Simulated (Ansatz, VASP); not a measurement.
## MoS2: VASP beside Ansatz

```
Mo S
1.0
     3.22624    0.00000    0.00000
    -1.61312    2.79400    0.00000
     0.00000    0.00000    6.27376
Mo S
1 2
Direct
  0.00000 0.00000 0.50000
  0.33333 0.66667 0.22152
  0.66667 0.33333 0.71473
```

Change from the starting cell: all S atoms moved -0.200 Å, as atom 2 along Cartesian [0 0 1].

Alike in both runs: task single point; functional r2SCAN; k mesh 18 × 18 × 8; occupations gaussian, width 0.15 eV; no spin polarisation.

|  | VASP | Ansatz |
| --- | --- | --- |
| version | VASP 6.6.1 | Ansatz 0.2.0 |
| potentials or method | VASP PAW PBE potentials, release 64 (Mo_sv, S), cutoff 520 eV | scalar-relativistic, plane waves, PAW |
| valence electrons in the cell | 26 | 26 |

```tsv
	VASP	Ansatz	Ansatz less VASP
gap on the k mesh at the Fermi level (eV)	none	none	-
pressure (GPa)	2.7	2.6	-0.03
traceless stress, the component that is largest in VASP (GPa)	-1.77	-1.76	+0.004
rms of the force components (eV/Å)	1.690	1.686	-0.0036
```

VASP's potentials were made for PBE, not for r2SCAN. Atom by atom the forces differ by 0.004 eV/Å (rms over components). A gap of «none» marks a metal or a gap that the smearing closes. With one functional, cell and mesh, what is left measures potentials, basis and numerics.
